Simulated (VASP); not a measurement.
# SnTe (R3m) in VASP: single point with PBE

Aim: the single point of SnTe with PBE.

Program: VASP 6.6.1. These are calculated values, not measurements. Logs are shortened: lines on timing, memory, paths and dates and some standing lists are left out, and cuts for length are marked.

## (1) The cell of the first run

The structure is trigonal, space group R3m (No. 160). Conventional cell: a = 4.528 Å, b = 4.528 Å, c = 11.200 Å, α = 90.00°, β = 90.00°, γ = 120.00°. Within 4.1 Å of Sn (site symmetry 3m) lie 6 Te at 3.13 to 3.30 Å. Te (site symmetry 3m) has 6 Sn at 3.13 to 3.30 Å within 4.1 Å.

## (2) Single point, PBE

File INCAR:

```
SYSTEM = SnTe
PREC = Accurate
ENCUT = 520
EDIFF = 1E-6
ISMEAR = 0
SIGMA = 0.01
LREAL = .FALSE.
LASPH = .TRUE.
NELM = 100
ALGO = Normal
ISIF = 2
LWAVE = .FALSE.
LCHARG = .FALSE.
GGA = PE
NBANDS = 17
```

File KPOINTS:

```
Automatic mesh
0
G
  20 20 20
  0 0 0
```

File POSCAR:

```
SnTe
1.0
    0.0209966007      3.2225231813      3.2225231813
    3.2225231813      0.0209966007      3.2225231813
    3.2225231813      3.2225231813      0.0209966007
Sn Te
1 1
Direct
    0.0112081366      0.0112081366      0.0112081366
    0.4977992759      0.4977992759      0.4977992759
```

Potentials or basis: VASP PAW PBE potentials, release 64 (Sn_d, Te).

Started as:

```sh
$ cat potpaw_PBE.64/Sn_d/POTCAR potpaw_PBE.64/Te/POTCAR > POTCAR
$ mpirun -np 1 vasp_std > vasp.out
```

OUTCAR:

```text
SYSTEM = SnTe
   PREC = Accurate
   ENCUT = 520
   EDIFF = 1E-6
   ISMEAR = 0
   LREAL = .FALSE.
   LASPH = .TRUE.
   NELM = 100
   ISIF = 2
   GGA = PE

 ion  position               nearest neighbor table
   1  0.011  0.011  0.011-   2 3.13   2 3.13   2 3.13   2 3.30   2 3.30   2 3.30
   2  0.498  0.498  0.498-   1 3.13   1 3.13   1 3.13   1 3.30   1 3.30   1 3.30

  LATTYP: Found a trigonal (rhomboedric) cell.
 ALAT       =     4.5573843557
 COS(alpha) =     0.5065048266

  Lattice vectors:

 A1 = (   0.0209966007,   3.2225231813,   3.2225231813)
 A2 = (   3.2225231813,   0.0209966007,   3.2225231813)
 A3 = (   3.2225231813,   3.2225231813,   0.0209966007)

Analysis of symmetry for initial positions (statically):
=====================================================================
 Subroutine PRICEL returns:
 Original cell was already a primitive cell.

 Routine SETGRP: Setting up the symmetry group for a
 trigonal (rhombohedral) supercell.

 Subroutine GETGRP returns: Found  6 space group operations
 (whereof  6 operations were pure point group operations)
 out of a pool of 12 trial point group operations.

The static configuration has the point symmetry C_3v.

Analysis of symmetry for dynamics (positions and initial velocities):
=====================================================================
 Subroutine PRICEL returns:
 Original cell was already a primitive cell.

 Routine SETGRP: Setting up the symmetry group for a
 trigonal (rhombohedral) supercell.

 Subroutine GETGRP returns: Found  6 space group operations
 (whereof  6 operations were pure point group operations)
 out of a pool of 12 trial point group operations.

The dynamic configuration has the point symmetry C_3v.

 Subroutine INISYM returns: Found  6 space group operations
 (whereof  6 operations are pure point group operations),
 and found     1 'primitive' translations

----------------------------------------------------------------------------------------

                                     Primitive cell

  volume of cell :      66.2755

  direct lattice vectors                    reciprocal lattice vectors
     0.020996601  3.222523181  3.222523181    -0.156682630  0.155668361  0.155668361
     3.222523181  0.020996601  3.222523181     0.155668361 -0.156682630  0.155668361
     3.222523181  3.222523181  0.020996601     0.155668361  0.155668361 -0.156682630

  length of vectors
     4.557384356  4.557384356  4.557384356     0.270212368  0.270212368  0.270212368

  position of ions in fractional coordinates (direct lattice)
     0.011208137  0.011208137  0.011208137
     0.497799276  0.497799276  0.497799276

  ion indices of the primitive-cell ions
   primitive index   ion index
                 1           1
                 2           2

----------------------------------------------------------------------------------------

 KPOINTS: Automatic mesh

Automatic generation of k-mesh.
 Grid dimensions read from file:
 generate k-points for:   20   20   20

 Generating k-lattice:

  Cartesian coordinates                     Fractional coordinates (reciprocal lattice)
    -0.007834132  0.007783418  0.007783418     0.050000000 -0.000000000 -0.000000000
     0.007783418 -0.007834132  0.007783418    -0.000000000  0.050000000 -0.000000000
     0.007783418  0.007783418 -0.007834132    -0.000000000 -0.000000000  0.050000000

  Length of vectors
     0.013510618  0.013510618  0.013510618

  Shift w.r.t. Gamma in fractional coordinates (k-lattice)
     0.000000000  0.000000000  0.000000000

 Subroutine IBZKPT returns following result:
 ===========================================

 Found    781 irreducible k-points:

 Following reciprocal coordinates:
            Coordinates               Weight
  0.000000  0.000000  0.000000      1.000000
  0.050000  0.000000  0.000000      6.000000
  0.100000  0.000000  0.000000      6.000000
  0.150000  0.000000 -0.000000      6.000000
  0.200000  0.000000  0.000000      6.000000
  0.250000 -0.000000 -0.000000      6.000000
[... 16 lines left out ...]
 -0.400000  0.050000  0.000000     12.000000
 -0.350000  0.050000  0.000000     12.000000
 [... further k-points ...]
   k-points           NKPTS =    781   k-points in BZ     NKDIM =    781   number of bands    NBANDS=     17
   number of dos      NEDOS =    301   number of ions     NIONS =      2
   total plane-waves  NPLWV =  46656
   dimension x,y,z NGX =    36 NGY =   36 NGZ =   36
   dimension x,y,z NGXF=    72 NGYF=   72 NGZF=   72
   ions per type =               1   1
   NGX,Y,Z   is equivalent  to a cutoff of  13.13, 13.13, 13.13 a.u.
   NGXF,Y,Z  is equivalent  to a cutoff of  26.26, 26.26, 26.26 a.u.
 SYSTEM =  SnTe
   PREC   = accura    normal or accurate (medium, high low for compatibility)
   ISTART =      0    job   : 0-new  1-cont  2-samecut
   ICHARG =      2    charge: 1-file 2-atom 10-const
   ISPIN  =      1    spin polarized calculation?
   LNONCOLLINEAR =      F non collinear calculations
   LSORBIT =      F    spin-orbit coupling
   LASPH  =      T    aspherical Exc in radial PAW
   ENCUT  =  520.0 eV  38.22 Ry    6.18 a.u.   8.47  8.47  8.47*2*pi/ulx,y,z
   NELM   =    100;   NELMIN=  2; NELMDL= -5     # of ELM steps
   EDIFF  = 0.1E-05   stopping-criterion for ELM
   LREAL  =      F    real-space projection
   EDIFFG = 0.1E-04   stopping-criterion for IOM
   NSW    =      0    number of steps for IOM
   IBRION =     -1    ionic relax: 0-MD 1-quasi-New 2-CG
   NFREE  =      0    steps in history (QN), initial steepest desc. (CG)
   ISIF   =      2    stress and relaxation
   ISYM   =      2    0-nonsym 1-usesym 2-fastsym
   POTIM  = 0.5000    time-step for ionic-motion
   TEBEG  =    0.0;   TEEND  =   0.0 temperature during run
   PSTRESS=    0.0 pullay stress
   NELECT =      20.0000    total number of electrons
   NUPDOWN=      -1.0000    fix difference up-down
   EMIN   =  10.00;   EMAX   =-10.00  energy-range for DOS
   EFERMI =   0.00;   METHOD = LEGACY
   ISMEAR =     0;   SIGMA  =   0.01  broadening in eV -4-tet -1-fermi 0-gaus
   EFERMI_NEDOS =   21; number of points for ismear=-14 and -15
   IALGO  =     38    algorithm
   IMIX   =      4    mixing-type and parameters
     AMIX     =   0.40;   BMIX     =  1.00
     AMIX_MAG =   1.60;   BMIX_MAG =  1.00
  volume/ion in A,a.u.               =      33.14       223.62
  Fermi-wavevector in a.u.,A,eV,Ry     =   1.098080  2.075070 16.405622  1.205779
  Thomas-Fermi vector in A             =   2.234451
   LORBIT       =      0    0 simple, 1 ext, 2 COOP (PROOUT), +10 PAW based schemes
   GGA     = PE    functional components
   LHFCALC =     F    Hartree Fock is set to
   AEXX    =    0.0000 exact exchange contribution
   IVDW    =     0    specifies the selected vdW correction
   LEPSILON=     F    determine dielectric tensor
   LRPA    =     F    only Hartree local field effects (RPA)
 non-spin polarized calculation
 Gauss-broadening in eV      SIGMA  =   0.01
  energy-cutoff  :      520.00
  volume of cell :       66.28
 maximum number of plane-waves:      1817
 NGX is ok and might be reduce to    36
   NGX = 17   NGY = 17   NGZ = 17

 number of electron      20.0000001 magnetization

 Free energy of the ion-electron system (eV)
  ---------------------------------------------------
  ext. energy  EPLUGINS =         0.00000000
  ---------------------------------------------------
  free energy    TOTEN  =        -7.56625525 eV

  energy without entropy =       -7.56625525  energy(sigma->0) =       -7.56625525

 E-fermi :   6.1842     XC(G=0):  -9.2314

 val. band max:        6.1468688143   @ k =   0.5000  -0.0000  -0.0000
 cond. band min:       6.3702750336   @ k =   0.5000  -0.0000  -0.0000
 fundamental gap:      0.2234062193
 Fermi energy:         6.1842075111

 k-point     1 :       0.0000    0.0000    0.0000
  band No.  band energies     occupation
      1     -15.6074      2.00000
      2     -15.6074      2.00000
      3     -15.6037      2.00000
      4     -15.6037      2.00000
      5     -15.6028      2.00000
      6      -6.1574      2.00000
[... 9 lines left out ...]
     16      11.2194      0.00000
     17      13.1066      0.00000

 k-point     2 :       0.0500    0.0000    0.0000
  band No.  band energies     occupation
      1     -15.6075      2.00000
      2     -15.6074      2.00000
      3     -15.6036      2.00000
      4     -15.6036      2.00000
      5     -15.6027      2.00000
      6      -6.1379      2.00000
[... 9 lines left out ...]
     16      11.2504      0.00000
     17      13.2700      0.00000

 k-point     3 :       0.1000    0.0000    0.0000
  band No.  band energies     occupation
      1     -15.6078      2.00000
      2     -15.6075      2.00000
      3     -15.6035      2.00000
      4     -15.6035      2.00000
      5     -15.6023      2.00000
      6      -6.0798      2.00000
[... 9 lines left out ...]
     16      11.3559      0.00000
     17      13.7087      0.00000

 k-point     4 :       0.1500    0.0000   -0.0000
  band No.  band energies     occupation
      1     -15.6082      2.00000
      2     -15.6076      2.00000
      3     -15.6034      2.00000
      4     -15.6031      2.00000
      5     -15.6017      2.00000
      6      -5.9848      2.00000
[... 9 lines left out ...]
     16      11.5785      0.00000
     17      14.3283      0.00000

 k-point     5 :       0.2000    0.0000    0.0000
  band No.  band energies     occupation
      1     -15.6088      2.00000
      2     -15.6080      2.00000
      3     -15.6032      2.00000
      4     -15.6024      2.00000
      5     -15.6010      2.00000
      6      -5.8564      2.00000
[... 9 lines left out ...]
     16      11.8932      0.00000
     17      15.0702      0.00000

 k-point     6 :       0.2500   -0.0000   -0.0000
  band No.  band energies     occupation
      1     -15.6095      2.00000
      2     -15.6085      2.00000
      3     -15.6030      2.00000
      4     -15.6016      2.00000
      5     -15.6001      2.00000
      6      -5.6998      2.00000
[... 9 lines left out ...]
     16      12.2937      0.00000
     17      15.8929      0.00000

 k-point     7 :       0.3000    0.0000   -0.0000
  band No.  band energies     occupation
      1     -15.6102      2.00000
      2     -15.6090      2.00000
      3     -15.6028      2.00000
      4     -15.6007      2.00000
      5     -15.5992      2.00000
      6      -5.5240      2.00000
[... 9 lines left out ...]
     16      12.7732      0.00000
     17      16.6982      0.00000

 k-point     8 :       0.3500   -0.0000   -0.0000
  band No.  band energies     occupation
      1     -15.6108      2.00000
      2     -15.6095      2.00000
      3     -15.6027      2.00000
      4     -15.5999      2.00000
      5     -15.5984      2.00000
      6      -5.3429      2.00000
[... 9 lines left out ...]
     16      13.3250      0.00000
     17      16.5141      0.00000
[... 203 lines left out ...]
      1     -15.6111      2.00000
      2     -15.6099      2.00000
      3     -15.6025      2.00000
      4     -15.5996      2.00000
      5     -15.5978      2.00000
      6      -5.2184      2.00000
[... 9 lines left out ...]
     16      14.0320      0.00000
     17      15.9892      0.00000

 k-point    20 :       0.4500    0.0500   -0.0000
  band No.  band energies     occupation
      1     -15.6115      2.00000
      2     -15.6102      2.00000
      3     -15.6024      2.00000
      4     -15.5991      2.00000
      5     -15.5973      2.00000
      6      -5.0811      2.00000
[... 9 lines left out ...]
     16      14.6751      0.00000
     17      15.3073      0.00000

 k-point    21 :       0.5000    0.0500   -0.0000
  band No.  band energies     occupation
      1     -15.6117      2.00000
      2     -15.6104      2.00000
      3     -15.6023      2.00000
      4     -15.5988      2.00000
      5     -15.5972      2.00000
      6      -5.0091      2.00000
[... 9 lines left out ...]
     16      14.9559      0.00000
     17      15.0885      0.00000

 k-point    22 :      -0.4500    0.0500   -0.0000
  band No.  band energies     occupation
      1     -15.6117      2.00000
      2     -15.6103      2.00000
      3     -15.6023      2.00000
      4     -15.5988      2.00000
      5     -15.5973      2.00000
      6      -5.0235      2.00000
[... 9 lines left out ...]
     16      14.7629      0.00000
     17      15.2788      0.00000

 k-point    23 :      -0.4000    0.0500    0.0000
  band No.  band energies     occupation
      1     -15.6115      2.00000
      2     -15.6100      2.00000
      3     -15.6024      2.00000
      4     -15.5991      2.00000
      5     -15.5976      2.00000
      6      -5.1197      2.00000
[... 9 lines left out ...]
     16      14.7036      0.00000
     17      15.4586      0.00000

 k-point    24 :      -0.3500    0.0500    0.0000
  band No.  band energies     occupation
      1     -15.6111      2.00000
      2     -15.6096      2.00000
      3     -15.6026      2.00000
      4     -15.5996      2.00000
      5     -15.5982      2.00000
      6      -5.2716      2.00000
[... 9 lines left out ...]
     16      14.0523      0.00000
     17      16.1376      0.00000

 [... further k-points ...]
[... 5 lines left out ...]
  --------------------------------------------------------------------------------------
  -------------------------------------------------------------------------------------
  Total       -0.0256654     -0.0256654     -0.0256654     -0.0015480     -0.0015480     -0.0015480
  in kB       -0.6204479     -0.6204479     -0.6204479     -0.0374213     -0.0374213     -0.0374213
  external PRESSURE =      -0.6204479 kB  Pullay stress =       0.0000000 kB

 VOLUME and BASIS-vectors are now :
 -----------------------------------------------------------------------------
  energy-cutoff  :      520.00
  volume of cell :       66.28
      direct lattice vectors                 reciprocal lattice vectors
     0.020996601  3.222523181  3.222523181    -0.156682630  0.155668361  0.155668361
     3.222523181  0.020996601  3.222523181     0.155668361 -0.156682630  0.155668361
     3.222523181  3.222523181  0.020996601     0.155668361  0.155668361 -0.156682630

 POSITION                                       TOTAL-FORCE (eV/Angst)
 -----------------------------------------------------------------------------------
      0.07247      0.07247      0.07247        -0.002243     -0.002243     -0.002243
      3.21879      3.21879      3.21879         0.002243      0.002243      0.002243
 -----------------------------------------------------------------------------------
    total drift:                                0.000183      0.000183      0.000183

  FREE ENERGIE OF THE ION-ELECTRON SYSTEM (eV)
  ---------------------------------------------------
  free  energy   TOTEN  =        -7.5662552518 eV

  energy  without entropy=       -7.5662552518  energy(sigma->0) =       -7.56625525
```

It took 14 min on 1 thread of Intel Xeon Platinum 8259CL at 2.50GHz (Skylake/Cascade Lake), shared host; peak memory 0.93 GiB.

What came out:

| Quantity | Value |
| --- | --- |
| Free energy | -7.5663 eV |
| Pressure | -0.1 GPa |
| Largest force | 0.004 eV/Å |
| Band gap on the k mesh | 0.22 eV, direct |

Forces on the atoms (eV/Å):
```
Sn  -0.002 -0.002 -0.002
Te   0.002  0.002  0.002
```

Levels at points of the mesh, in eV from the valence-band top:
| k point | band 7 | band 8 | band 9 | band 10 | band 11 | band 12 | band 13 | band 14 |
| --- | --- | --- | --- | --- | --- | --- | --- | --- |
| (0.00, 0.00, 0.00) | -4.77 | -1.90 | -1.88 | -1.88 | 3.18 | 3.30 | 3.30 | 5.04 |
| (0.50, 0.00, 0.00) | -7.92 | -1.65 | -1.63 | 0.00 | 0.22 | 0.61 | 0.67 | 7.73 |
| (0.50, 0.50, 0.00) | -6.38 | -5.01 | -3.36 | -3.35 | 2.42 | 4.77 | 4.88 | 6.09 |
| (0.50, 0.50, 0.50) | -7.90 | -1.58 | -1.58 | -0.15 | 0.48 | 0.64 | 0.64 | 7.58 |

Caveat: spin-orbit coupling is left out, which moves the levels of the heavy elements. A k mesh can miss the band edges.
